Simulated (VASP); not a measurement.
# Zr2Zn2N3 (P4mm) in VASP: notebook

Runs on Zr2Zn2N3. Level: PBE. Tasks: single point.

All numbers are computed with VASP 6.6.1; they aren't measurements. Logs are shortened: lines on timing, memory, paths and dates and some standing lists are left out, and cuts for length are marked.

## (1) The cell of the first run

It takes space group P4mm (No. 99, tetragonal). Conventional cell: a = 3.880 Å, b = 3.880 Å, c = 6.662 Å, α = 90.00°, β = 90.00°, γ = 90.00°. Zr (site symmetry 2mm) has 4 N at 2.05 to 2.37 Å and 4 Zr at 2.74 Å within 2.8 Å. Zn (site symmetry 2mm) has 2 N at 1.98 Å within 2.6 Å. N (site symmetry 4mm) has 1 N at 1.61 Å and 4 Zn at 1.98 Å within 2.1 Å. Within 2.1 Å of N (site symmetry 4mm) lie 1 N at 1.61 Å. Within 2.7 Å of N (site symmetry 4mm) lie 4 Zr at 2.05 Å.

The cell was generated, and may not be a known phase.

## (2) Single point, PBE

File INCAR:

```
SYSTEM = Zr2Zn2N3
PREC = Accurate
ENCUT = 520
EDIFF = 1E-6
ISMEAR = 0
SIGMA = 0.1
LREAL = .FALSE.
LASPH = .TRUE.
NELM = 60
ALGO = Normal
ISIF = 2
LWAVE = .FALSE.
LCHARG = .FALSE.
GGA = PE
NBANDS = 40
```

File KPOINTS:

```
regular mesh
0
G
  4 4 4
  0 0 0
```

File POSCAR:

```
Zr2Zn2N3
1.0
    3.8804009300      0.0000000000      0.0000000000
    0.0000000000      3.8804009300      0.0000000000
    0.0000000000      0.0000000000      6.6622255000
Zr Zn N
2 2 3
Direct
    0.0000000000      0.5000000000      0.7517318700
    0.5000000000      0.0000000000      0.7517318700
    0.0000000000      0.5000000000      0.2499699400
    0.5000000000      0.0000000000      0.2499699400
    0.5000000000      0.5000000000      0.3059212500
    0.5000000000      0.5000000000      0.5479942000
    0.0000000000      0.0000000000      0.8504133200
```

Potentials or basis: VASP PAW PBE potentials, release 64 (Zr_sv, Zn, N).

The run is started by

```sh
> cat potpaw_PBE.64/Zr_sv/POTCAR potpaw_PBE.64/Zn/POTCAR potpaw_PBE.64/N/POTCAR > POTCAR
> mpirun -np 1 vasp_std > vasp.out
```

OUTCAR:

```text
SYSTEM = Zr2Zn2N3
   PREC = Accurate
   ENCUT = 520
   EDIFF = 1E-6
   ISMEAR = 0
   LREAL = .FALSE.
   LASPH = .TRUE.
   NELM = 60
   ISIF = 2
   GGA = PE

 ion  position               nearest neighbor table
   1  0.000  0.500  0.752-   7 2.05   7 2.05   6 2.37   6 2.37   2 2.74   2 2.74   2 2.74   2 2.74
                             3 3.32   3 3.34
   2  0.500  0.000  0.752-   7 2.05   7 2.05   6 2.37   6 2.37   1 2.74   1 2.74   1 2.74   1 2.74
                             4 3.32   4 3.34
   3  0.000  0.500  0.250-   5 1.98   5 1.98   4 2.74   4 2.74   4 2.74   4 2.74   1 3.32   1 3.34

   4  0.500  0.000  0.250-   5 1.98   5 1.98   3 2.74   3 2.74   3 2.74   3 2.74   2 3.32   2 3.34

   5  0.500  0.500  0.306-   6 1.61   4 1.98   3 1.98   4 1.98   3 1.98
   6  0.500  0.500  0.548-   5 1.61   2 2.37   1 2.37   2 2.37   1 2.37
   7  0.000  0.000  0.850-   1 2.05   2 2.05   1 2.05   2 2.05

  LATTYP: Found a simple tetragonal cell.
 ALAT       =     3.8804009300
 C/A-ratio  =     1.7168910172

  Lattice vectors:

 A1 = (   3.8804009300,   0.0000000000,   0.0000000000)
 A2 = (   0.0000000000,   3.8804009300,   0.0000000000)
 A3 = (   0.0000000000,   0.0000000000,   6.6622255000)

Analysis of symmetry for initial positions (statically):
=====================================================================
 Subroutine PRICEL returns:
 Original cell was already a primitive cell.

 Routine SETGRP: Setting up the symmetry group for a
 simple tetragonal supercell.

 Subroutine GETGRP returns: Found  8 space group operations
 (whereof  8 operations were pure point group operations)
 out of a pool of 16 trial point group operations.

The static configuration has the point symmetry C_4v.

Analysis of symmetry for dynamics (positions and initial velocities):
=====================================================================
 Subroutine PRICEL returns:
 Original cell was already a primitive cell.

 Routine SETGRP: Setting up the symmetry group for a
 simple tetragonal supercell.

 Subroutine GETGRP returns: Found  8 space group operations
 (whereof  8 operations were pure point group operations)
 out of a pool of 16 trial point group operations.

The dynamic configuration has the point symmetry C_4v.

 Subroutine INISYM returns: Found  8 space group operations
 (whereof  8 operations are pure point group operations),
 and found     1 'primitive' translations

----------------------------------------------------------------------------------------

                                     Primitive cell

  volume of cell :     100.3165

  direct lattice vectors                    reciprocal lattice vectors
     3.880400930  0.000000000  0.000000000     0.257705329  0.000000000  0.000000000
     0.000000000  3.880400930  0.000000000     0.000000000  0.257705329  0.000000000
     0.000000000  0.000000000  6.662225500     0.000000000  0.000000000  0.150099993

  length of vectors
     3.880400930  3.880400930  6.662225500     0.257705329  0.257705329  0.150099993

  position of ions in fractional coordinates (direct lattice)
     0.000000000  0.500000000  0.751731870
     0.500000000  0.000000000  0.751731870
     0.000000000  0.500000000  0.249969940
     0.500000000  0.000000000  0.249969940
     0.500000000  0.500000000  0.305921250
     0.500000000  0.500000000  0.547994200
     0.000000000  0.000000000  0.850413320

  ion indices of the primitive-cell ions
   primitive index   ion index
                 1           1
                 2           2
                 3           3
                 4           4
                 5           5
                 6           6
                 7           7

----------------------------------------------------------------------------------------

 KPOINTS: regular mesh

Automatic generation of k-mesh.
 Grid dimensions read from file:
 generate k-points for:    4    4    4

 Generating k-lattice:

  Cartesian coordinates                     Fractional coordinates (reciprocal lattice)
     0.064426332  0.000000000  0.000000000     0.250000000  0.000000000  0.000000000
     0.000000000  0.064426332  0.000000000     0.000000000  0.250000000  0.000000000
     0.000000000  0.000000000  0.037524998     0.000000000  0.000000000  0.250000000

  Length of vectors
     0.064426332  0.064426332  0.037524998

  Shift w.r.t. Gamma in fractional coordinates (k-lattice)
     0.000000000  0.000000000  0.000000000

 Subroutine IBZKPT returns following result:
 ===========================================

 Found     18 irreducible k-points:

 Following reciprocal coordinates:
            Coordinates               Weight
  0.000000  0.000000  0.000000      1.000000
  0.250000  0.000000  0.000000      4.000000
  0.500000  0.000000  0.000000      2.000000
  0.250000  0.250000  0.000000      4.000000
  0.500000  0.250000  0.000000      4.000000
  0.500000  0.500000  0.000000      1.000000
[... 10 lines left out ...]
  0.500000  0.250000  0.500000      4.000000
  0.500000  0.500000  0.500000      1.000000
   k-points           NKPTS =     18   k-points in BZ     NKDIM =     18   number of bands    NBANDS=     40
   number of dos      NEDOS =    301   number of ions     NIONS =      7
   total plane-waves  NPLWV =  45000
   dimension x,y,z NGX =    30 NGY =   30 NGZ =   50
   dimension x,y,z NGXF=    60 NGYF=   60 NGZF=  100
   ions per type =               2   2   3
   NGX,Y,Z   is equivalent  to a cutoff of  12.85, 12.85, 12.48 a.u.
   NGXF,Y,Z  is equivalent  to a cutoff of  25.71, 25.71, 24.95 a.u.
 SYSTEM =  Zr2Zn2N3
   PREC   = accura    normal or accurate (medium, high low for compatibility)
   ISTART =      0    job   : 0-new  1-cont  2-samecut
   ICHARG =      2    charge: 1-file 2-atom 10-const
   ISPIN  =      1    spin polarized calculation?
   LNONCOLLINEAR =      F non collinear calculations
   LSORBIT =      F    spin-orbit coupling
   LASPH  =      T    aspherical Exc in radial PAW
   ENCUT  =  520.0 eV  38.22 Ry    6.18 a.u.   7.21  7.21 12.39*2*pi/ulx,y,z
   NELM   =     60;   NELMIN=  2; NELMDL= -5     # of ELM steps
   EDIFF  = 0.1E-05   stopping-criterion for ELM
   LREAL  =      F    real-space projection
   EDIFFG = 0.1E-04   stopping-criterion for IOM
   NSW    =      0    number of steps for IOM
   IBRION =     -1    ionic relax: 0-MD 1-quasi-New 2-CG
   NFREE  =      0    steps in history (QN), initial steepest desc. (CG)
   ISIF   =      2    stress and relaxation
   ISYM   =      2    0-nonsym 1-usesym 2-fastsym
   POTIM  = 0.5000    time-step for ionic-motion
   TEBEG  =    0.0;   TEEND  =   0.0 temperature during run
   PSTRESS=    0.0 pullay stress
   NELECT =      63.0000    total number of electrons
   NUPDOWN=      -1.0000    fix difference up-down
   EMIN   =  10.00;   EMAX   =-10.00  energy-range for DOS
   EFERMI =   0.00;   METHOD = LEGACY
   ISMEAR =     0;   SIGMA  =   0.10  broadening in eV -4-tet -1-fermi 0-gaus
   EFERMI_NEDOS =   21; number of points for ismear=-14 and -15
   IALGO  =     38    algorithm
   IMIX   =      4    mixing-type and parameters
     AMIX     =   0.40;   BMIX     =  1.00
     AMIX_MAG =   1.60;   BMIX_MAG =  1.00
  volume/ion in A,a.u.               =      14.33        96.71
  Fermi-wavevector in a.u.,A,eV,Ry     =   1.401945  2.649291 26.741551  1.965449
  Thomas-Fermi vector in A             =   2.524755
   LORBIT       =      0    0 simple, 1 ext, 2 COOP (PROOUT), +10 PAW based schemes
   GGA     = PE    functional components
   LHFCALC =     F    Hartree Fock is set to
   AEXX    =    0.0000 exact exchange contribution
   IVDW    =     0    specifies the selected vdW correction
   LEPSILON=     F    determine dielectric tensor
   LRPA    =     F    only Hartree local field effects (RPA)
 non-spin polarized calculation
 Gauss-broadening in eV      SIGMA  =   0.10
  energy-cutoff  :      520.00
  volume of cell :      100.32
 maximum number of plane-waves:      2736
 NGX is ok and might be reduce to    30
   NGX = 15   NGY = 15   NGZ = 25

 number of electron      62.9999981 magnetization

 Free energy of the ion-electron system (eV)
  ---------------------------------------------------
  ext. energy  EPLUGINS =         0.00000000
  ---------------------------------------------------
  free energy    TOTEN  =       -42.44120650 eV

  energy without entropy =      -42.41594844  energy(sigma->0) =      -42.42857747

 E-fermi :   6.5753     XC(G=0): -11.0767

 val. band max:        6.5746611800   @ k =   0.5000   0.2500   0.5000
 cond. band min:       6.6060858993   @ k =   0.5000   0.2500   0.2500
 fundamental gap:      0.0314247192
 Fermi energy:         6.5752989087

 k-point     1 :       0.0000    0.0000    0.0000
  band No.  band energies     occupation
      1     -42.2848      2.00000
      2     -41.7225      2.00000
      3     -21.1316      2.00000
      4     -21.1316      2.00000
      5     -20.5241      2.00000
      6     -19.9021      2.00000
[... 32 lines left out ...]
     39      11.2772      0.00000
     40      11.5333      0.00000

 k-point     2 :       0.2500    0.0000    0.0000
  band No.  band energies     occupation
      1     -42.2027      2.00000
      2     -41.8049      2.00000
      3     -21.0194      2.00000
      4     -20.9145      2.00000
      5     -20.4188      2.00000
      6     -19.9895      2.00000
[... 32 lines left out ...]
     39      10.7470      0.00000
     40      10.8177      0.00000

 k-point     3 :       0.5000    0.0000    0.0000
  band No.  band energies     occupation
      1     -42.0058      2.00000
      2     -42.0021      2.00000
      3     -20.7589      2.00000
      4     -20.4772      2.00000
      5     -20.2952      2.00000
      6     -20.1891      2.00000
[... 595 lines left out ...]
  band No.  band energies     occupation
      1     -41.9999      2.00000
      2     -41.9981      2.00000
      3     -21.5915      2.00000
      4     -21.0083      2.00000
      5     -20.1869      2.00000
      6     -20.1861      2.00000
[... 32 lines left out ...]
     39      10.0831      0.00000
     40      10.9878      0.00000

 k-point    18 :       0.5000    0.5000    0.5000
  band No.  band energies     occupation
      1     -41.9941      2.00000
      2     -41.9941      2.00000
      3     -21.9840      2.00000
      4     -21.3239      2.00000
      5     -20.1746      2.00000
      6     -20.1746      2.00000
[... 32 lines left out ...]
     39      10.6545      0.00000
     40      11.1960      0.00000

------------------------ aborting loop because EDIFF is reached ----------------------------------------

  FORCE on cell =-STRESS in cart. coord.  units (eV):
  Direction    XX          YY          ZZ          XY          YZ          ZX
  --------------------------------------------------------------------------------------
  -------------------------------------------------------------------------------------
  Total       15.8693649     15.8693649     -0.0829660      0.0000000      0.0000000      0.0000000
  in kB      253.4530965    253.4530965     -1.3250681      0.0000000      0.0000000      0.0000000
  external PRESSURE =     168.5270416 kB  Pullay stress =       0.0000000 kB

 VOLUME and BASIS-vectors are now :
 -----------------------------------------------------------------------------
  energy-cutoff  :      520.00
  volume of cell :      100.32
      direct lattice vectors                 reciprocal lattice vectors
     3.880400930  0.000000000  0.000000000     0.257705329  0.000000000  0.000000000
     0.000000000  3.880400930  0.000000000     0.000000000  0.257705329  0.000000000
     0.000000000  0.000000000  6.662225500     0.000000000  0.000000000  0.150099993

 POSITION                                       TOTAL-FORCE (eV/Angst)
 -----------------------------------------------------------------------------------
      0.00000      1.94020      5.00821        -0.000000      0.000000     -1.420737
      1.94020      0.00000      5.00821        -0.000000      0.000000     -1.420737
      0.00000      1.94020      1.66536        -0.000000     -0.000000     -0.633059
      1.94020      0.00000      1.66536        -0.000000      0.000000     -0.633059
      1.94020      1.94020      2.03812         0.000000      0.000000      1.231533
      1.94020      1.94020      3.65086        -0.000000     -0.000000      1.141051
      0.00000      0.00000      5.66565        -0.000000      0.000000      1.735008
 -----------------------------------------------------------------------------------
    total drift:                                0.000000      0.000000      0.000507

  FREE ENERGIE OF THE ION-ELECTRON SYSTEM (eV)
  ---------------------------------------------------
  free  energy   TOTEN  =       -42.4412065007 eV

  energy  without entropy=      -42.4159484411  energy(sigma->0) =      -42.42857747
```

It took 2.5 min on 1 thread of Intel Xeon 8259CL, shared host; peak memory 0.2 GiB.

What came out:

```
Free energy            : -42.4412 eV
Pressure               : 16.9 GPa
Largest force          : 1.735 eV/Å
Band gap on the k mesh : zero (an odd number of electrons rules out a gap without spin polarisation)
```

Forces on the atoms (eV/Å):
```
Zr   0.000  0.000 -1.421
Zr   0.000  0.000 -1.421
Zn   0.000  0.000 -0.633
Zn   0.000  0.000 -0.633
N    0.000  0.000  1.232
N    0.000  0.000  1.141
N    0.000  0.000  1.735
```

Caveat: the k points lie up to 0.40 Å⁻¹ apart, too coarse for converged energies and pressures of a metal; an odd number of electrons without spin polarisation forces a metal; a magnetic or distorted state may lie lower.

## (3) Single point, PBE

This run uses another cell than the first one, of 16.12 Å³/atom.

File INCAR:

```
SYSTEM = Zr2Zn2N3
PREC = Accurate
ENCUT = 520
EDIFF = 1E-6
ISMEAR = 0
SIGMA = 0.1
LREAL = .False.
LASPH = .True.
NELM = 60
ALGO = Normal
ISIF = 2
LWAVE = .False.
LCHARG = .False.
GGA = PE
NBANDS = 40
```

File KPOINTS:

```
regular mesh
0
Gamma
  4 4 4
  0 0 0
```

File POSCAR:

```
Zr2Zn2N3
1.0
    4.2952906334      0.0000000000      0.0000000000
    0.0000000000      4.2952906334      0.0000000000
    0.0000000000      0.0000000000      6.1146345887
Zr Zn N
2 2 3
Direct
    0.0000000000      0.5000000000      0.7425728544
    0.5000000000      0.0000000000      0.7425728544
    0.0000000000      0.5000000000      0.2095842269
    0.5000000000      0.0000000000      0.2095842269
    0.5000000000      0.5000000000      0.3998386216
    0.5000000000      0.5000000000      0.6367810773
    0.0000000000      0.0000000000      0.7667985285
```

Potentials or basis: VASP PAW PBE potentials, release 64 (Zr_sv, Zn, N).

The run is started by

```sh
> cat potpaw_PBE.64/Zr_sv/POTCAR potpaw_PBE.64/Zn/POTCAR potpaw_PBE.64/N/POTCAR > POTCAR
> mpirun -np 1 vasp_std > vasp.out
```

OUTCAR:

```text
SYSTEM = Zr2Zn2N3
   PREC = Accurate
   ENCUT = 520
   EDIFF = 1E-6
   ISMEAR = 0
   LREAL = .False.
   LASPH = .True.
   NELM = 60
   ISIF = 2
   GGA = PE

 ion  position               nearest neighbor table
   1  0.000  0.500  0.743-   7 2.15   7 2.15   6 2.24   6 2.24   3 2.86   2 3.04   2 3.04   2 3.04
                             2 3.04   3 3.26
   2  0.500  0.000  0.743-   7 2.15   7 2.15   6 2.24   6 2.24   4 2.86   1 3.04   1 3.04   1 3.04
                             1 3.04   4 3.26
   3  0.000  0.500  0.210-   1 2.86   4 3.04   4 3.04   4 3.04   4 3.04   1 3.26
   4  0.500  0.000  0.210-   2 2.86   3 3.04   3 3.04   3 3.04   3 3.04   2 3.26
   5  0.500  0.500  0.400-   6 1.45
   6  0.500  0.500  0.637-   5 1.45   2 2.24   1 2.24   2 2.24   1 2.24
   7  0.000  0.000  0.767-   1 2.15   2 2.15   1 2.15   2 2.15

  LATTYP: Found a simple tetragonal cell.
 ALAT       =     4.2952906334
 C/A-ratio  =     1.4235671368

  Lattice vectors:

 A1 = (   4.2952906334,   0.0000000000,   0.0000000000)
 A2 = (   0.0000000000,   4.2952906334,   0.0000000000)
 A3 = (   0.0000000000,   0.0000000000,   6.1146345887)

Analysis of symmetry for initial positions (statically):
[... 185 lines left out ...]
  band No.  band energies     occupation
      1     -43.8875      2.00000
      2     -43.6939      2.00000
      3     -22.3191      2.00000
      4     -22.3191      2.00000
      5     -22.1114      2.00000
      6     -21.8814      2.00000
[... 763 lines left out ...]
     39       9.1574      0.00000
     40       9.1575      0.00000

------------------------ aborting loop because EDIFF is reached ----------------------------------------

  FORCE on cell =-STRESS in cart. coord.  units (eV):
  Direction    XX          YY          ZZ          XY          YZ          ZX
  --------------------------------------------------------------------------------------
  -------------------------------------------------------------------------------------
  Total        0.0968839      0.0968839      0.1369303      0.0000000      0.0000000      0.0000000
  in kB        1.3759620      1.3759620      1.9447083      0.0000000      0.0000000      0.0000000
  external PRESSURE =       1.5655441 kB  Pullay stress =       0.0000000 kB

 VOLUME and BASIS-vectors are now :
 -----------------------------------------------------------------------------
  energy-cutoff  :      520.00
  volume of cell :      112.81
      direct lattice vectors                 reciprocal lattice vectors
     4.295290633  0.000000000  0.000000000     0.232813117  0.000000000  0.000000000
     0.000000000  4.295290633  0.000000000     0.000000000  0.232813117  0.000000000
     0.000000000  0.000000000  6.114634589     0.000000000  0.000000000  0.163542070

 POSITION                                       TOTAL-FORCE (eV/Angst)
 -----------------------------------------------------------------------------------
      0.00000      2.14765      4.54056        -0.000000     -0.000000      0.002135
      2.14765      0.00000      4.54056        -0.000000     -0.000000      0.002135
      0.00000      2.14765      1.28153        -0.000000      0.000000     -0.000053
      2.14765      0.00000      1.28153        -0.000000     -0.000000     -0.000053
      2.14765      2.14765      2.44487         0.000000     -0.000000     -0.077673
      2.14765      2.14765      3.89368        -0.000000     -0.000000      0.063481
      0.00000      0.00000      4.68869        -0.000000     -0.000000      0.010027
 -----------------------------------------------------------------------------------
    total drift:                                0.000000      0.000000      0.001738

  FREE ENERGIE OF THE ION-ELECTRON SYSTEM (eV)
  ---------------------------------------------------
  free  energy   TOTEN  =       -45.3137200838 eV

  energy  without entropy=      -45.2829455409  energy(sigma->0) =      -45.29833281
```

Run time: 2.5 min. Hardware: 1 thread of Intel Xeon 8259CL, shared host; peak memory 0.22 GiB.

Results:

| Property | Result |
| --- | --- |
| Free energy | -45.3137 eV |
| Pressure | 0.2 GPa |
| Largest force | 0.078 eV/Å |
| Band gap on the k mesh | zero (an odd number of electrons rules out a gap without spin polarisation) |

Forces on the atoms (eV/Å):
```
Zr   0.000  0.000  0.002
Zr   0.000  0.000  0.002
Zn   0.000  0.000  0.000
Zn   0.000  0.000  0.000
N    0.000  0.000 -0.078
N    0.000  0.000  0.063
N    0.000  0.000  0.010
```

Caveat: the k points lie up to 0.37 Å⁻¹ apart, too coarse for converged energies and pressures of a metal; an odd number of electrons without spin polarisation forces a metal; a magnetic or distorted state may lie lower.

(Continued in part 2 of 2.)

The gap in the log of VASP goes by the Fermi energy; the results here count the filled bands.